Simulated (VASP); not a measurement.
# CdTe (F-43m) in VASP: single point with PBE

Aim: the single point of CdTe with PBE.

All numbers are computed with VASP 6.6.1; they aren't measurements. Logs are shortened: lines on timing, memory, paths and dates and some standing lists are left out, and cuts for length are marked.

## 1. The cell of the first run

The structure is cubic, space group F-43m (No. 216). The conventional cell has a = 6.399 Å, b = 6.399 Å, c = 6.399 Å, α = 90.00°, β = 90.00°, γ = 90.00°. Cd (site symmetry -43m) has 4 Te at 2.77 Å within 3.7 Å. Te (site symmetry -43m) has 4 Cd at 2.77 Å within 3.7 Å.

## 2. Single point, PBE (Se replaced by Te, lengths x 1.041, strained)

INCAR

```
SYSTEM = CdTe
ALGO     = Normal         ! electronic algorithm
EDIFF    = 1E-6           ! SCF threshold, eV
ENCUT    = 520            ! plane-wave cutoff, eV
GGA      = PE             ! functional
ISIF     = 2              ! what is computed and relaxed
ISMEAR   = 0              ! smearing method
LASPH    = .True.         ! aspherical terms in the spheres
LCHARG   = .False.        ! write CHGCAR
LREAL    = .False.        ! projectors in reciprocal space
LWAVE    = .False.        ! write WAVECAR
NBANDS   = 16             ! bands
NELM     = 80             ! most SCF steps
PREC     = Accurate       ! precision mode
SIGMA    = 0.02           ! smearing width, eV
```

KPOINTS

```
k-points
0
Gamma
  8 8 8
  0 0 0
```

POSCAR

```
CdTe
1.0
    0.0000000000      3.1992608278      3.1992608278
    3.1992608278      0.0000000000      3.1992608278
    3.1992608278      3.1992608278      0.0000000000
Cd Te
1 1
Direct
    0.0000000000      0.0000000000      0.0000000000
    0.7500000000      0.7500000000      0.7500000000
```

Potentials or basis: VASP PAW PBE potentials, release 64 (Cd, Te).

Started as:

```console
$ cat potpaw_PBE.64/Cd/POTCAR potpaw_PBE.64/Te/POTCAR > POTCAR
$ mpirun -np 1 vasp_std > vasp.out
```

OUTCAR:

```text
SYSTEM = CdTe
   EDIFF = 1E-6
   ENCUT = 520
   GGA = PE
   ISIF = 2
   ISMEAR = 0
   LASPH = .True.
   LREAL = .False.
   NELM = 80
   PREC = Accurate

 ion  position               nearest neighbor table
   1  0.000  0.000  0.000-   2 2.77   2 2.77   2 2.77   2 2.77
   2  0.750  0.750  0.750-   1 2.77   1 2.77   1 2.77   1 2.77

  LATTYP: Found a face centered cubic cell.
 ALAT       =     6.3985216556

  Lattice vectors:

 A1 = (   0.0000000000,   3.1992608278,   3.1992608278)
 A2 = (   3.1992608278,   0.0000000000,   3.1992608278)
 A3 = (   3.1992608278,   3.1992608278,   0.0000000000)

Analysis of symmetry for initial positions (statically):
=====================================================================
 Subroutine PRICEL returns:
 Original cell was already a primitive cell.

 Routine SETGRP: Setting up the symmetry group for a
 face centered cubic supercell.

 Subroutine GETGRP returns: Found 24 space group operations
 (whereof 24 operations were pure point group operations)
 out of a pool of 48 trial point group operations.

The static configuration has the point symmetry T_d .

Analysis of symmetry for dynamics (positions and initial velocities):
=====================================================================
 Subroutine PRICEL returns:
 Original cell was already a primitive cell.

 Routine SETGRP: Setting up the symmetry group for a
 face centered cubic supercell.

 Subroutine GETGRP returns: Found 24 space group operations
 (whereof 24 operations were pure point group operations)
 out of a pool of 48 trial point group operations.

The dynamic configuration has the point symmetry T_d .

 Subroutine INISYM returns: Found 24 space group operations
 (whereof 24 operations are pure point group operations),
 and found     1 'primitive' translations

----------------------------------------------------------------------------------------

                                     Primitive cell

  volume of cell :      65.4906

  direct lattice vectors                    reciprocal lattice vectors
     0.000000000  3.199260828  3.199260828    -0.156286101  0.156286101  0.156286101
     3.199260828  0.000000000  3.199260828     0.156286101 -0.156286101  0.156286101
     3.199260828  3.199260828  0.000000000     0.156286101  0.156286101 -0.156286101

  length of vectors
     4.524438052  4.524438052  4.524438052     0.270695467  0.270695467  0.270695467

  position of ions in fractional coordinates (direct lattice)
     0.000000000  0.000000000  0.000000000
     0.750000000  0.750000000  0.750000000

  ion indices of the primitive-cell ions
   primitive index   ion index
                 1           1
                 2           2

----------------------------------------------------------------------------------------

 KPOINTS: k-points

Automatic generation of k-mesh.
 Grid dimensions read from file:
 generate k-points for:    8    8    8

 Generating k-lattice:

  Cartesian coordinates                     Fractional coordinates (reciprocal lattice)
    -0.019535763  0.019535763  0.019535763     0.125000000  0.000000000  0.000000000
     0.019535763 -0.019535763  0.019535763     0.000000000  0.125000000  0.000000000
     0.019535763  0.019535763 -0.019535763     0.000000000  0.000000000  0.125000000

  Length of vectors
     0.033836933  0.033836933  0.033836933

  Shift w.r.t. Gamma in fractional coordinates (k-lattice)
     0.000000000  0.000000000  0.000000000

 Subroutine IBZKPT returns following result:
 ===========================================

 Found     29 irreducible k-points:

 Following reciprocal coordinates:
            Coordinates               Weight
  0.000000  0.000000  0.000000      1.000000
  0.125000  0.000000  0.000000      8.000000
  0.250000  0.000000  0.000000      8.000000
  0.375000  0.000000  0.000000      8.000000
  0.500000  0.000000  0.000000      4.000000
  0.125000  0.125000  0.000000      6.000000
[... 16 lines left out ...]
  0.500000  0.250000  0.125000     48.000000
 -0.375000  0.250000  0.125000     24.000000
 [... further k-points ...]
   k-points           NKPTS =     29   k-points in BZ     NKDIM =     29   number of bands    NBANDS=     16
   number of dos      NEDOS =    301   number of ions     NIONS =      2
   total plane-waves  NPLWV =  46656
   dimension x,y,z NGX =    36 NGY =   36 NGZ =   36
   dimension x,y,z NGXF=    72 NGYF=   72 NGZF=   72
   ions per type =               1   1
   NGX,Y,Z   is equivalent  to a cutoff of  13.23, 13.23, 13.23 a.u.
   NGXF,Y,Z  is equivalent  to a cutoff of  26.46, 26.46, 26.46 a.u.
 SYSTEM =  CdTe
   PREC   = accura    normal or accurate (medium, high low for compatibility)
   ISTART =      0    job   : 0-new  1-cont  2-samecut
   ICHARG =      2    charge: 1-file 2-atom 10-const
   ISPIN  =      1    spin polarized calculation?
   LNONCOLLINEAR =      F non collinear calculations
   LSORBIT =      F    spin-orbit coupling
   LASPH  =      T    aspherical Exc in radial PAW
   ENCUT  =  520.0 eV  38.22 Ry    6.18 a.u.   8.41  8.41  8.41*2*pi/ulx,y,z
   NELM   =     80;   NELMIN=  2; NELMDL= -5     # of ELM steps
   EDIFF  = 0.1E-05   stopping-criterion for ELM
   LREAL  =      F    real-space projection
   EDIFFG = 0.1E-04   stopping-criterion for IOM
   NSW    =      0    number of steps for IOM
   IBRION =     -1    ionic relax: 0-MD 1-quasi-New 2-CG
   NFREE  =      0    steps in history (QN), initial steepest desc. (CG)
   ISIF   =      2    stress and relaxation
   ISYM   =      2    0-nonsym 1-usesym 2-fastsym
   POTIM  = 0.5000    time-step for ionic-motion
   TEBEG  =    0.0;   TEEND  =   0.0 temperature during run
   PSTRESS=    0.0 pullay stress
   NELECT =      18.0000    total number of electrons
   NUPDOWN=      -1.0000    fix difference up-down
   EMIN   =  10.00;   EMAX   =-10.00  energy-range for DOS
   EFERMI =   0.00;   METHOD = LEGACY
   ISMEAR =     0;   SIGMA  =   0.02  broadening in eV -4-tet -1-fermi 0-gaus
   EFERMI_NEDOS =   21; number of points for ismear=-14 and -15
   IALGO  =     38    algorithm
   IMIX   =      4    mixing-type and parameters
     AMIX     =   0.40;   BMIX     =  1.00
     AMIX_MAG =   1.60;   BMIX_MAG =  1.00
  volume/ion in A,a.u.               =      32.75       220.98
  Fermi-wavevector in a.u.,A,eV,Ry     =   1.064403  2.011430 15.414766  1.132953
  Thomas-Fermi vector in A             =   2.199920
   LORBIT       =      0    0 simple, 1 ext, 2 COOP (PROOUT), +10 PAW based schemes
   GGA     = PE    functional components
   LHFCALC =     F    Hartree Fock is set to
   AEXX    =    0.0000 exact exchange contribution
   IVDW    =     0    specifies the selected vdW correction
   LEPSILON=     F    determine dielectric tensor
   LRPA    =     F    only Hartree local field effects (RPA)
 non-spin polarized calculation
 Gauss-broadening in eV      SIGMA  =   0.02
  energy-cutoff  :      520.00
  volume of cell :       65.49
 maximum number of plane-waves:      1807
 NGX is ok and might be reduce to    36
   NGX = 17   NGY = 17   NGZ = 17

 number of electron      17.9999997 magnetization

 Free energy of the ion-electron system (eV)
  ---------------------------------------------------
  ext. energy  EPLUGINS =         0.00000000
  ---------------------------------------------------
  free energy    TOTEN  =        -4.71670688 eV

  energy without entropy =       -4.71670688  energy(sigma->0) =       -4.71670688

 E-fermi :   2.8075     XC(G=0):  -8.7568

 val. band max:        2.7053438097   @ k =   0.0000   0.0000   0.0000
 cond. band min:       3.5954885881   @ k =   0.0000   0.0000   0.0000
 fundamental gap:      0.8901447785
 Fermi energy:         2.8075061053

 k-point     1 :       0.0000    0.0000    0.0000
  band No.  band energies     occupation
      1      -8.6964      2.00000
      2      -5.7213      2.00000
      3      -5.7213      2.00000
      4      -5.7213      2.00000
      5      -5.4310      2.00000
      6      -5.4310      2.00000
[... 8 lines left out ...]
     15      12.1298      0.00000
     16      12.1298      0.00000

 k-point     2 :       0.1250    0.0000    0.0000
  band No.  band energies     occupation
      1      -8.6327      2.00000
      2      -5.7089      2.00000
      3      -5.7089      2.00000
      4      -5.6740      2.00000
      5      -5.4321      2.00000
      6      -5.4321      2.00000
[... 8 lines left out ...]
     15      11.3779      0.00000
     16      11.3779      0.00000

 k-point     3 :       0.2500    0.0000    0.0000
  band No.  band energies     occupation
      1      -8.4783      2.00000
      2      -5.6814      2.00000
      3      -5.6814      2.00000
      4      -5.5112      2.00000
      5      -5.4317      2.00000
      6      -5.4317      2.00000
[... 8 lines left out ...]
     15      11.1743      0.00000
     16      11.1743      0.00000

 k-point     4 :       0.3750    0.0000    0.0000
  band No.  band energies     occupation
      1      -8.3252      2.00000
      2      -5.6586      2.00000
      3      -5.6586      2.00000
      4      -5.4256      2.00000
      5      -5.4256      2.00000
      6      -5.2308      2.00000
[... 8 lines left out ...]
     15      12.0127      0.00000
     16      12.0127      0.00000
[... 324 lines left out ...]
 k-point    22 :       0.3750    0.2500    0.1250
  band No.  band energies     occupation
      1      -8.3654      2.00000
      2      -5.6503      2.00000
      3      -5.6370      2.00000
      4      -5.4900      2.00000
      5      -5.4210      2.00000
      6      -5.3464      2.00000
[... 8 lines left out ...]
     15      12.5961      0.00000
     16      13.2606      0.00000

 k-point    23 :       0.5000    0.2500    0.1250
  band No.  band energies     occupation
      1      -8.2460      2.00000
      2      -5.6284      2.00000
      3      -5.6172      2.00000
      4      -5.4636      2.00000
      5      -5.4205      2.00000
      6      -5.0996      2.00000
[... 8 lines left out ...]
     15      12.7902      0.00000
     16      13.4994      0.00000

 k-point    24 :      -0.3750    0.2500    0.1250
  band No.  band energies     occupation
      1      -8.1981      2.00000
      2      -5.6231      2.00000
      3      -5.6089      2.00000
      4      -5.4493      2.00000
      5      -5.4254      2.00000
      6      -4.9414      2.00000
[... 8 lines left out ...]
     15      12.8826      0.00000
     16      13.4467      0.00000

 [... further k-points ...]

------------------------ aborting loop because EDIFF is reached ----------------------------------------

  FORCE on cell =-STRESS in cart. coord.  units (eV):
  Direction    XX          YY          ZZ          XY          YZ          ZX
  --------------------------------------------------------------------------------------
  -------------------------------------------------------------------------------------
  Total        1.9181112      1.9181112      1.9181112      0.0000000      0.0000000      0.0000000
  in kB       46.9251229     46.9251229     46.9251229      0.0000000      0.0000000      0.0000000
  external PRESSURE =      46.9251229 kB  Pullay stress =       0.0000000 kB

 VOLUME and BASIS-vectors are now :
 -----------------------------------------------------------------------------
  energy-cutoff  :      520.00
  volume of cell :       65.49
      direct lattice vectors                 reciprocal lattice vectors
     0.000000000  3.199260828  3.199260828    -0.156286101  0.156286101  0.156286101
     3.199260828  0.000000000  3.199260828     0.156286101 -0.156286101  0.156286101
     3.199260828  3.199260828  0.000000000     0.156286101  0.156286101 -0.156286101

 POSITION                                       TOTAL-FORCE (eV/Angst)
 -----------------------------------------------------------------------------------
      0.00000      0.00000      0.00000        -0.000000     -0.000000     -0.000000
      4.79889      4.79889      4.79889         0.000000      0.000000      0.000000
 -----------------------------------------------------------------------------------
    total drift:                                0.000000      0.000000      0.000000

  FREE ENERGIE OF THE ION-ELECTRON SYSTEM (eV)
  ---------------------------------------------------
  free  energy   TOTEN  =        -4.7167068821 eV

  energy  without entropy=       -4.7167068821  energy(sigma->0) =       -4.71670688
```

It took 15 s on 1 thread of Intel Xeon 6975P-C (Granite Rapids), shared host; peak memory 0.21 GiB.

What came out:

* Free energy: -4.7167 eV
* Pressure: 4.7 GPa
* Band gap on the k mesh: 0.89 eV, direct

Levels at points of the mesh, in eV from the valence-band top:
| k point | band 5 | band 6 | band 7 | band 8 | band 9 | band 10 | band 11 | band 12 | band 13 | band 14 |
| --- | --- | --- | --- | --- | --- | --- | --- | --- | --- | --- |
| (0.00, 0.00, 0.00) | -8.14 | -8.14 | 0.00 | 0.00 | 0.00 | 0.89 | 4.57 | 4.57 | 4.57 | 7.51 |
| (0.50, 0.00, 0.00) | -8.13 | -7.75 | -4.65 | -0.83 | -0.83 | 1.86 | 5.17 | 5.17 | 7.10 | 8.80 |
| (0.50, 0.50, 0.00) | -8.10 | -7.60 | -4.50 | -2.00 | -2.00 | 2.52 | 2.66 | 9.06 | 9.33 | 9.33 |

Caveat: the cell differs from its parent crystal (Se replaced by Te, lengths x 1.041, strained); spin-orbit coupling is left out, which moves the levels of the heavy elements.
